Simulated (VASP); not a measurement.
# Te2Mo in VASP: single point with PBE

Aim: the single point of Te2Mo with PBE.

Program: VASP 6.6.1. These are calculated values, not measurements. Logs are shortened: lines on timing, memory, paths and dates and some standing lists are left out, and cuts for length are marked.

### 1 The cell of the first run

The cell holds a slab with vacuum, 9 atoms: a = 3.556 Å, b = 3.556 Å, c = 32.153 Å, α = 90.00°, β = 90.00°, γ = 120.00°.

### 2 Single point, PBE

File INCAR:

```
SYSTEM = Te2Mo
PREC = Accurate
ENCUT = 520
EDIFF = 1E-7
ISMEAR = 0
SIGMA = 0.05
LREAL = .FALSE.
LASPH = .TRUE.
NELM = 60
ALGO = Normal
ISIF = 2
LWAVE = .FALSE.
LCHARG = .FALSE.
GGA = PE
NBANDS = 49
```

File KPOINTS:

```
Automatic mesh
0
G
  9 9 1
  0 0 0
```

File POSCAR:

```
Te2Mo
1.0
    3.5561516160      0.0000000000      0.0000000000
   -1.7780758080      3.0797176391      0.0000000000
    0.0000000000      0.0000000000     32.1528759490
Te Mo
6 3
Direct
    0.0000000000      0.0000000000      0.9437597132
    0.3333333333      0.6666666667      0.7054970517
    0.3333333333      0.6666666667      0.1820470140
    0.3333333333      0.6666666667      0.8179529860
    0.3333333333      0.6666666667      0.2945029483
    0.0000000000      0.0000000000      0.0562402868
    0.0000000000      0.0000000000      0.7617063089
    0.0000000000      0.0000000000      0.2382936911
    0.3333333333      0.6666666667      0.0000000000
```

Potentials or basis: VASP PAW PBE potentials, release 64 (Te, Mo_sv).

Started as:

```bash
> cat potpaw_PBE.64/Te/POTCAR potpaw_PBE.64/Mo_sv/POTCAR > POTCAR
> mpirun -np 1 vasp_std > vasp.out
```

OUTCAR:

```text
SYSTEM = Te2Mo
   PREC = Accurate
   ENCUT = 520
   EDIFF = 1E-7
   ISMEAR = 0
   LREAL = .FALSE.
   LASPH = .TRUE.
   NELM = 60
   ISIF = 2
   GGA = PE

 ion  position               nearest neighbor table
   1  0.000  0.000  0.944-   9 2.74   9 2.74   9 2.74   6 3.62
   2  0.333  0.667  0.705-   7 2.74   7 2.74   7 2.74   4 3.62
   3  0.333  0.667  0.182-   8 2.74   8 2.74   8 2.74   5 3.62
   4  0.333  0.667  0.818-   7 2.74   7 2.74   7 2.74   2 3.62
   5  0.333  0.667  0.295-   8 2.74   8 2.74   8 2.74   3 3.62
   6  0.000  0.000  0.056-   9 2.74   9 2.74   9 2.74   1 3.62
   7  0.000  0.000  0.762-   2 2.74   2 2.74   2 2.74   4 2.74   4 2.74   4 2.74
   8  0.000  0.000  0.238-   5 2.74   5 2.74   5 2.74   3 2.74   3 2.74   3 2.74
   9  0.333  0.667  0.000-   1 2.74   6 2.74   1 2.74   6 2.74   1 2.74   6 2.74

  LATTYP: Found a hexagonal cell.
 ALAT       =     3.5561516160
 C/A-ratio  =     9.0414806288

  Lattice vectors:

 A1 = (   3.5561516160,   0.0000000000,   0.0000000000)
 A2 = (  -1.7780758080,   3.0797176391,   0.0000000000)
 A3 = (   0.0000000000,   0.0000000000,  32.1528759490)

Analysis of symmetry for initial positions (statically):
=====================================================================
 Subroutine PRICEL returns:
 Original cell was already a primitive cell.

 Routine SETGRP: Setting up the symmetry group for a
 hexagonal supercell.

 Subroutine GETGRP returns: Found 12 space group operations
 (whereof 12 operations were pure point group operations)
 out of a pool of 24 trial point group operations.

The static configuration has the point symmetry D_3h.

Analysis of symmetry for dynamics (positions and initial velocities):
=====================================================================
 Subroutine PRICEL returns:
 Original cell was already a primitive cell.

 Routine SETGRP: Setting up the symmetry group for a
 hexagonal supercell.

 Subroutine GETGRP returns: Found 12 space group operations
 (whereof 12 operations were pure point group operations)
 out of a pool of 24 trial point group operations.

The dynamic configuration has the point symmetry D_3h.

 Subroutine INISYM returns: Found 12 space group operations
 (whereof 12 operations are pure point group operations),
 and found     1 'primitive' translations
[... 98 lines left out ...]
   EDIFFG = 0.1E-05   stopping-criterion for IOM
   NSW    =      0    number of steps for IOM
   IBRION =     -1    ionic relax: 0-MD 1-quasi-New 2-CG
   NFREE  =      0    steps in history (QN), initial steepest desc. (CG)
   ISIF   =      2    stress and relaxation
   ISYM   =      2    0-nonsym 1-usesym 2-fastsym
   POTIM  = 0.5000    time-step for ionic-motion
   TEBEG  =    0.0;   TEEND  =   0.0 temperature during run
   PSTRESS=    0.0 pullay stress
   NELECT =      78.0000    total number of electrons
   NUPDOWN=      -1.0000    fix difference up-down
   EMIN   =  10.00;   EMAX   =-10.00  energy-range for DOS
   EFERMI =   0.00;   METHOD = LEGACY
   ISMEAR =     0;   SIGMA  =   0.05  broadening in eV -4-tet -1-fermi 0-gaus
   EFERMI_NEDOS =   21; number of points for ismear=-14 and -15
   IALGO  =     38    algorithm
   IMIX   =      4    mixing-type and parameters
     AMIX     =   0.40;   BMIX     =  1.00
     AMIX_MAG =   1.60;   BMIX_MAG =  1.00
  volume/ion in A,a.u.               =      39.13       264.04
  Fermi-wavevector in a.u.,A,eV,Ry     =   0.990534  1.871838 13.349458  0.981158
  Thomas-Fermi vector in A             =   2.122211
   LORBIT       =      0    0 simple, 1 ext, 2 COOP (PROOUT), +10 PAW based schemes
   GGA     = PE    functional components
   LHFCALC =     F    Hartree Fock is set to
   AEXX    =    0.0000 exact exchange contribution
   IVDW    =     0    specifies the selected vdW correction
   LEPSILON=     F    determine dielectric tensor
   LRPA    =     F    only Hartree local field effects (RPA)
 non-spin polarized calculation
 Gauss-broadening in eV      SIGMA  =   0.05
  energy-cutoff  :      520.00
  volume of cell :      352.14
 maximum number of plane-waves:      9567
 NGX is ok and might be reduce to    28
   NGX = 13   NGY = 13   NGZ =119

 number of electron      77.9999996 magnetization

 Free energy of the ion-electron system (eV)
  ---------------------------------------------------
  ext. energy  EPLUGINS =         0.00000000
  ---------------------------------------------------
  free energy    TOTEN  =       -54.10003176 eV

  energy without entropy =      -54.10003176  energy(sigma->0) =      -54.10003176

 E-fermi :   3.6355     XC(G=0):  -7.2319

 val. band max:        3.3574362832   @ k =   0.3333   0.3333   0.0000
 cond. band min:       4.4026857638   @ k =   0.3333   0.3333   0.0000
 fundamental gap:      1.0452494807
 Fermi energy:         3.6355276466

 k-point     1 :       0.0000    0.0000    0.0000
  band No.  band energies     occupation
      1     -57.3616      2.00000
      2     -57.3603      2.00000
      3     -57.3603      2.00000
      4     -31.5068      2.00000
      5     -31.5055      2.00000
      6     -31.5055      2.00000
[... 613 lines left out ...]
     48       5.8180      0.00000
     49       7.2141      0.00000

------------------------ aborting loop because EDIFF is reached ----------------------------------------

  FORCE on cell =-STRESS in cart. coord.  units (eV):
  Direction    XX          YY          ZZ          XY          YZ          ZX
  --------------------------------------------------------------------------------------
  -------------------------------------------------------------------------------------
  Total       -0.0304008     -0.0304008      0.1083180      0.0000000      0.0000000     -0.0000000
  in kB       -0.1383200     -0.1383200      0.4928333      0.0000000      0.0000000     -0.0000000
  external PRESSURE =       0.0720644 kB  Pullay stress =       0.0000000 kB

 VOLUME and BASIS-vectors are now :
 -----------------------------------------------------------------------------
  energy-cutoff  :      520.00
  volume of cell :      352.14
      direct lattice vectors                 reciprocal lattice vectors
     3.556151616  0.000000000  0.000000000     0.281202859  0.162352546  0.000000000
    -1.778075808  3.079717639  0.000000000     0.000000000  0.324705092  0.000000000
     0.000000000  0.000000000 32.152875949     0.000000000  0.000000000  0.031101417

 POSITION                                       TOTAL-FORCE (eV/Angst)
 -----------------------------------------------------------------------------------
      0.00000      0.00000     30.34459         0.000000     -0.000000     -0.012998
     -0.00000      2.05315     22.68376        -0.000000     -0.000000     -0.013831
     -0.00000      2.05315      5.85334         0.000000     -0.000000     -0.012891
     -0.00000      2.05315     26.29954         0.000000     -0.000000      0.012891
     -0.00000      2.05315      9.46912        -0.000000     -0.000000      0.013831
      0.00000      0.00000      1.80829         0.000000     -0.000000      0.012998
      0.00000      0.00000     24.49105         0.000000      0.000000      0.000180
      0.00000      0.00000      7.66183         0.000000     -0.000000     -0.000180
     -0.00000      2.05315      0.00000        -0.000000      0.000000     -0.000000
 -----------------------------------------------------------------------------------
    total drift:                                0.000001     -0.000000     -0.000000

  FREE ENERGIE OF THE ION-ELECTRON SYSTEM (eV)
  ---------------------------------------------------
  free  energy   TOTEN  =       -54.1000317598 eV

  energy  without entropy=      -54.1000317598  energy(sigma->0) =      -54.10003176
```

OSZICAR:

```text
N       E                     dE             d eps       ncg     rms          rms(c)
DAV:   1     0.569017821054E+03    0.56902E+03   -0.39587E+04  1496   0.135E+03
DAV:   2    -0.156185683881E+02   -0.58464E+03   -0.56787E+03  1466   0.298E+02
DAV:   3    -0.543008214652E+02   -0.38682E+02   -0.37453E+02  1448   0.647E+01
[... 17 lines left out ...]
DAV:  21    -0.541000117733E+02   -0.21626E-04   -0.42122E-07  1118   0.221E-03    0.271E-03
DAV:  22    -0.541000274885E+02   -0.15715E-04   -0.43476E-07  1072   0.154E-03    0.225E-03
DAV:  23    -0.541000314007E+02   -0.39122E-05   -0.13468E-07   928   0.991E-04    0.614E-04
DAV:  24    -0.541000317059E+02   -0.30514E-06   -0.11119E-08   824   0.325E-04    0.412E-04
DAV:  25    -0.541000317598E+02   -0.53914E-07   -0.18086E-09   712   0.145E-04
   1 F= -.54100032E+02 E0= -.54100032E+02  d E =-.256307E-16
```

stdout:

```text
POSCAR found type information on POSCAR TeMo
 POSCAR found :  2 types and       9 ions
 scaLAPACK will be used
 LDA part: xc-table for (Slater+PW92), standard interpolation
 POSCAR, INCAR and KPOINTS ok, starting setup
 FFT: planning ... GRIDC
 FFT: planning ... GRID_SOFT
 FFT: planning ... GRID
 WAVECAR not read
 entering main loop
```

Run time: 5.6 min. Hardware: 1 thread of AMD EPYC 7R13 (Zen 3), shared host; peak memory 0.51 GiB.

What came out:

- Free energy: -54.1000 eV
- Largest force: 0.014 eV/Å
- Band gap on the k mesh: 1.05 eV

Forces on the atoms (eV/Å):
```
Te   0.000  0.000 -0.013
Te   0.000  0.000 -0.014
Te   0.000  0.000 -0.013
Te   0.000  0.000  0.013
Te   0.000  0.000  0.014
Te   0.000  0.000  0.013
Mo   0.000  0.000  0.000
Mo   0.000  0.000  0.000
Mo   0.000  0.000  0.000
```

Levels at points of the mesh, in eV from the valence-band top:
| k point | band 35 | band 36 | band 37 | band 38 | band 39 | band 40 | band 41 | band 42 | band 43 | band 44 |
| --- | --- | --- | --- | --- | --- | --- | --- | --- | --- | --- |
| (0.00, 0.00, 0.00) | -0.90 | -0.90 | -0.63 | -0.34 | -0.17 | 3.00 | 3.00 | 3.01 | 3.01 | 3.02 |

Caveat: there is no dipole correction, which matters where the two faces differ; spin-orbit coupling is left out, which moves the levels of the heavy elements.
